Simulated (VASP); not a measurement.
# HfC (I4mm) in VASP: single point with PBE

Aim: the single point of HfC with PBE.

Program: VASP 6.6.1. These are calculated values, not measurements. Logs are shortened: lines on timing, memory, paths and dates and some standing lists are left out, and cuts for length are marked.

## Step 1: The cell of the first run

It takes space group I4mm (No. 107, tetragonal). The conventional cell has a = 3.288 Å, b = 3.288 Å, c = 4.650 Å, α = 90.00°, β = 90.00°, γ = 90.00°. Hf (site symmetry 4mm) has 6 C at 2.23 to 2.42 Å within 2.9 Å. C (site symmetry 4mm) has 6 Hf at 2.23 to 2.42 Å within 2.9 Å.

## Step 2: Single point, PBE (atom 1 (Hf) moved by (-0.100, +0.000) A along x and z)

Contents of INCAR:

```
SYSTEM = HfC
ALGO = Normal
EDIFF = 1E-6
ENCUT = 600
GGA = PE
GGA_COMPAT = .FALSE.
ISIF = 2
ISMEAR = 0
LASPH = .TRUE.
LCHARG = .FALSE.
LREAL = .FALSE.
LWAVE = .FALSE.
NBANDS = 14
NELM = 120
PREC = Accurate
SIGMA = 0.15
```

Contents of KPOINTS:

```
k-points
0
G
  18 18 18
  0 0 0
```

Contents of POSCAR:

```
HfC
1.0
    0.0000000000      2.3250000000      2.3250000000
    2.3250000000      0.0000000000      2.3250000000
    2.3250000000      2.3250000000      0.0000000000
Hf C
1 1
Direct
    0.5215053763      0.4784946237      0.4784946237
    0.0000000000      0.0000000000      0.0000000000
```

Potentials or basis: VASP PAW PBE potentials, release 64 (Hf_pv, C).

Command:

```sh
cat potpaw_PBE.64/Hf_pv/POTCAR potpaw_PBE.64/C/POTCAR > POTCAR
mpirun -np 1 vasp_std > vasp.out
```

OUTCAR:

```text
SYSTEM = HfC
   EDIFF = 1E-6
   ENCUT = 600
   GGA = PE
   ISIF = 2
   ISMEAR = 0
   LASPH = .TRUE.
   LREAL = .FALSE.
   NELM = 120
   PREC = Accurate

 ion  position               nearest neighbor table
   1  0.522  0.478  0.478-   2 2.23   2 2.33   2 2.33   2 2.33   2 2.33   2 2.42
   2  0.000  0.000  0.000-   1 2.23   1 2.33   1 2.33   1 2.33   1 2.33   1 2.42

  LATTYP: Found a face centered cubic cell.
 ALAT       =     4.6500000000

  Lattice vectors:

 A1 = (   0.0000000000,   2.3250000000,   2.3250000000)
 A2 = (   2.3250000000,   0.0000000000,   2.3250000000)
 A3 = (   2.3250000000,   2.3250000000,   0.0000000000)

Analysis of symmetry for initial positions (statically):
=====================================================================
 Subroutine PRICEL returns:
 Original cell was already a primitive cell.

 Routine SETGRP: Setting up the symmetry group for a
 face centered cubic supercell.

 Subroutine GETGRP returns: Found  8 space group operations
 (whereof  8 operations were pure point group operations)
 out of a pool of 48 trial point group operations.

The static configuration has the point symmetry C_4v.

Analysis of symmetry for dynamics (positions and initial velocities):
=====================================================================
 Subroutine PRICEL returns:
 Original cell was already a primitive cell.

 Routine SETGRP: Setting up the symmetry group for a
 face centered cubic supercell.

 Subroutine GETGRP returns: Found  8 space group operations
 (whereof  8 operations were pure point group operations)
 out of a pool of 48 trial point group operations.

The dynamic configuration has the point symmetry C_4v.

 Subroutine INISYM returns: Found  8 space group operations
 (whereof  8 operations are pure point group operations),
 and found     1 'primitive' translations

----------------------------------------------------------------------------------------

                                     Primitive cell

  volume of cell :      25.1362

  direct lattice vectors                    reciprocal lattice vectors
     0.000000000  2.325000000  2.325000000    -0.215053763  0.215053763  0.215053763
     2.325000000  0.000000000  2.325000000     0.215053763 -0.215053763  0.215053763
     2.325000000  2.325000000  0.000000000     0.215053763  0.215053763 -0.215053763

  length of vectors
     3.288046533  3.288046533  3.288046533     0.372484045  0.372484045  0.372484045

  position of ions in fractional coordinates (direct lattice)
     0.521505376  0.478494624  0.478494624
     0.000000000  0.000000000  0.000000000

  ion indices of the primitive-cell ions
   primitive index   ion index
                 1           1
                 2           2

----------------------------------------------------------------------------------------

 KPOINTS: k-points

Automatic generation of k-mesh.
 Grid dimensions read from file:
 generate k-points for:   18   18   18

 Generating k-lattice:

  Cartesian coordinates                     Fractional coordinates (reciprocal lattice)
    -0.011947431  0.011947431  0.011947431     0.055555556  0.000000000  0.000000000
     0.011947431 -0.011947431  0.011947431     0.000000000  0.055555556  0.000000000
     0.011947431  0.011947431 -0.011947431     0.000000000  0.000000000  0.055555556

  Length of vectors
     0.020693558  0.020693558  0.020693558

  Shift w.r.t. Gamma in fractional coordinates (k-lattice)
     0.000000000  0.000000000  0.000000000

 Subroutine IBZKPT returns following result:
 ===========================================

 Found    480 irreducible k-points:

 Following reciprocal coordinates:
            Coordinates               Weight
  0.000000  0.000000  0.000000      1.000000
  0.055556  0.000000  0.000000      8.000000
  0.111111  0.000000  0.000000      8.000000
  0.166667  0.000000  0.000000      8.000000
  0.222222  0.000000  0.000000      8.000000
  0.277778  0.000000  0.000000      8.000000
[... 16 lines left out ...]
  0.388889  0.055556  0.000000     16.000000
  0.000000  0.388889  0.055556      8.000000
 [... further k-points ...]
   k-points           NKPTS =    480   k-points in BZ     NKDIM =    480   number of bands    NBANDS=     14
   number of dos      NEDOS =    301   number of ions     NIONS =      2
   total plane-waves  NPLWV =  21952
   dimension x,y,z NGX =    28 NGY =   28 NGZ =   28
   dimension x,y,z NGXF=    56 NGYF=   56 NGZF=   56
   ions per type =               1   1
   NGX,Y,Z   is equivalent  to a cutoff of  14.16, 14.16, 14.16 a.u.
   NGXF,Y,Z  is equivalent  to a cutoff of  28.31, 28.31, 28.31 a.u.
 SYSTEM =  HfC
   PREC   = accura    normal or accurate (medium, high low for compatibility)
   ISTART =      0    job   : 0-new  1-cont  2-samecut
   ICHARG =      2    charge: 1-file 2-atom 10-const
   ISPIN  =      1    spin polarized calculation?
   LNONCOLLINEAR =      F non collinear calculations
   LSORBIT =      F    spin-orbit coupling
   LASPH  =      T    aspherical Exc in radial PAW
   ENCUT  =  600.0 eV  44.10 Ry    6.64 a.u.   6.57  6.57  6.57*2*pi/ulx,y,z
   NELM   =    120;   NELMIN=  2; NELMDL= -5     # of ELM steps
   EDIFF  = 0.1E-05   stopping-criterion for ELM
   LREAL  =      F    real-space projection
   EDIFFG = 0.1E-04   stopping-criterion for IOM
   NSW    =      0    number of steps for IOM
   IBRION =     -1    ionic relax: 0-MD 1-quasi-New 2-CG
   NFREE  =      0    steps in history (QN), initial steepest desc. (CG)
   ISIF   =      2    stress and relaxation
   ISYM   =      2    0-nonsym 1-usesym 2-fastsym
   POTIM  = 0.5000    time-step for ionic-motion
   TEBEG  =    0.0;   TEEND  =   0.0 temperature during run
   PSTRESS=    0.0 pullay stress
   NELECT =      14.0000    total number of electrons
   NUPDOWN=      -1.0000    fix difference up-down
   EMIN   =  10.00;   EMAX   =-10.00  energy-range for DOS
   EFERMI =   0.00;   METHOD = LEGACY
   ISMEAR =     0;   SIGMA  =   0.15  broadening in eV -4-tet -1-fermi 0-gaus
   EFERMI_NEDOS =   21; number of points for ismear=-14 and -15
   IALGO  =     38    algorithm
   IMIX   =      4    mixing-type and parameters
     AMIX     =   0.40;   BMIX     =  1.00
     AMIX_MAG =   1.60;   BMIX_MAG =  1.00
  volume/ion in A,a.u.               =      12.57        84.81
  Fermi-wavevector in a.u.,A,eV,Ry     =   1.346949  2.545365 24.684672  1.814272
  Thomas-Fermi vector in A             =   2.474740
   LORBIT       =      0    0 simple, 1 ext, 2 COOP (PROOUT), +10 PAW based schemes
   GGA     = PE    functional components
   LHFCALC =     F    Hartree Fock is set to
   AEXX    =    0.0000 exact exchange contribution
   IVDW    =     0    specifies the selected vdW correction
   LEPSILON=     F    determine dielectric tensor
   LRPA    =     F    only Hartree local field effects (RPA)
 non-spin polarized calculation
 Gauss-broadening in eV      SIGMA  =   0.15
  energy-cutoff  :      600.00
  volume of cell :       25.14
 maximum number of plane-waves:       872
   NGX = 13   NGY = 13   NGZ = 13

 number of electron      14.0000000 magnetization

 Free energy of the ion-electron system (eV)
  ---------------------------------------------------
  ext. energy  EPLUGINS =         0.00000000
  ---------------------------------------------------
  free energy    TOTEN  =       -21.01125607 eV

  energy without entropy =      -21.00848378  energy(sigma->0) =      -21.00986993

 E-fermi :   5.9989     XC(G=0): -12.2808

 val. band max:        5.9873535106   @ k =   0.0556   0.0000   0.0000
 cond. band min:       6.0130331919   @ k =   0.0000   0.2778   0.2222
 fundamental gap:      0.0256796813
 Fermi energy:         5.9988635300

 k-point     1 :       0.0000    0.0000    0.0000
  band No.  band energies     occupation
      1     -23.6195      2.00000
      2     -23.6195      2.00000
      3     -23.6181      2.00000
      4      -6.3491      2.00000
      5       6.5086      0.00000
      6       6.5086      0.00000
      7       6.7165      0.00000
      8       7.3445      0.00000
      9       7.8225      0.00000
     10       7.8225      0.00000
     11       9.3457      0.00000
     12       9.6619      0.00000
     13      12.7577      0.00000
     14      16.9325      0.00000

 k-point     2 :       0.0556    0.0000    0.0000
  band No.  band energies     occupation
      1     -23.6411      2.00000
      2     -23.6216      2.00000
      3     -23.6205      2.00000
      4      -6.2711      2.00000
      5       5.9874      1.08641
      6       6.2769      0.00875
      7       6.5804      0.00000
      8       7.4383      0.00000
      9       7.7854      0.00000
     10       7.9697      0.00000
     11       9.7754      0.00000
     12      10.0374      0.00000
     13      12.9407      0.00000
     14      17.1539      0.00000

 k-point     3 :       0.1111    0.0000    0.0000
  band No.  band energies     occupation
      1     -23.7034      2.00000
      2     -23.6277      2.00000
      3     -23.6266      2.00000
      4      -6.0424      2.00000
      5       5.1730      2.00000
      6       5.7162      1.99230
      7       5.9277      1.49758
      8       7.7273      0.00000
      9       7.9066      0.00000
     10       8.2427      0.00000
     11      10.6916      0.00000
     12      10.8868      0.00000
     13      13.4283      0.00000
     14      17.7795      0.00000
[... 324 lines left out ...]
 k-point    23 :       0.3889    0.0556    0.0000
  band No.  band energies     occupation
      1     -24.1904      2.00000
      2     -23.6897      2.00000
      3     -23.6824      2.00000
      4      -3.6005      2.00000
      5       0.9991      2.00000
      6       3.2400      2.00000
      7       3.4751      2.00000
      8       9.4554      0.00000
      9      10.6465      0.00000
     10      10.7525      0.00000
     11      14.4437      0.00000
     12      15.3877      0.00000
     13      16.4241      0.00000
     14      19.6478      0.00000

 k-point    24 :       0.0000    0.3889    0.0556
  band No.  band energies     occupation
      1     -24.1905      2.00000
      2     -23.6906      2.00000
      3     -23.6816      2.00000
      4      -3.5983      2.00000
      5       0.9997      2.00000
      6       3.2630      2.00000
      7       3.4425      2.00000
      8       9.4809      0.00000
      9      10.6666      0.00000
     10      10.7454      0.00000
     11      14.3989      0.00000
     12      15.2589      0.00000
     13      16.5691      0.00000
     14      19.6584      0.00000

 [... further k-points ...]

------------------------ aborting loop because EDIFF is reached ----------------------------------------

  FORCE on cell =-STRESS in cart. coord.  units (eV):
  Direction    XX          YY          ZZ          XY          YZ          ZX
  --------------------------------------------------------------------------------------
  -------------------------------------------------------------------------------------
  Total        0.3691441     -0.1030645     -0.1030645      0.0000000      0.0000000     -0.0000000
  in kB       23.5292284     -6.5693261     -6.5693261      0.0000000      0.0000000     -0.0000000
  external PRESSURE =       3.4635254 kB  Pullay stress =       0.0000000 kB

 VOLUME and BASIS-vectors are now :
 -----------------------------------------------------------------------------
  energy-cutoff  :      600.00
  volume of cell :       25.14
      direct lattice vectors                 reciprocal lattice vectors
     0.000000000  2.325000000  2.325000000    -0.215053763  0.215053763  0.215053763
     2.325000000  0.000000000  2.325000000     0.215053763 -0.215053763  0.215053763
     2.325000000  2.325000000  0.000000000     0.215053763  0.215053763 -0.215053763

 POSITION                                       TOTAL-FORCE (eV/Angst)
 -----------------------------------------------------------------------------------
      2.22500      2.32500      2.32500         0.738598      0.000000      0.000000
      0.00000      0.00000      0.00000        -0.738598      0.000000      0.000000
 -----------------------------------------------------------------------------------
    total drift:                                0.000034     -0.000000     -0.000000

  FREE ENERGIE OF THE ION-ELECTRON SYSTEM (eV)
  ---------------------------------------------------
  free  energy   TOTEN  =       -21.0112560700 eV

  energy  without entropy=      -21.0084837841  energy(sigma->0) =      -21.00986993
```

Run time: 1.7 min. Hardware: 1 thread of Intel Xeon 6975P-C (Granite Rapids), shared host; peak memory 0.34 GiB.

What came out:

* Free energy: -21.0113 eV
* Pressure: 0.3 GPa
* Largest force: 0.739 eV/Å
* Band gap on the k mesh: zero (bands 7 and 8 overlap by 1.21 eV)

Forces on the atoms (eV/Å):
```
Hf   0.739  0.000  0.000
C   -0.739  0.000  0.000
```

Stress tensor (GPa, compression positive):
```
 2.35  0.00  0.00
 0.00 -0.66  0.00
 0.00  0.00 -0.66
```

Caveat: the cell differs from its parent crystal (atom 1 (Hf) moved by (-0.100, +0.000) A along x and z); spin-orbit coupling is left out, which moves the levels of the heavy elements.

The gap in the log of VASP goes by the Fermi energy; the results here count the filled bands.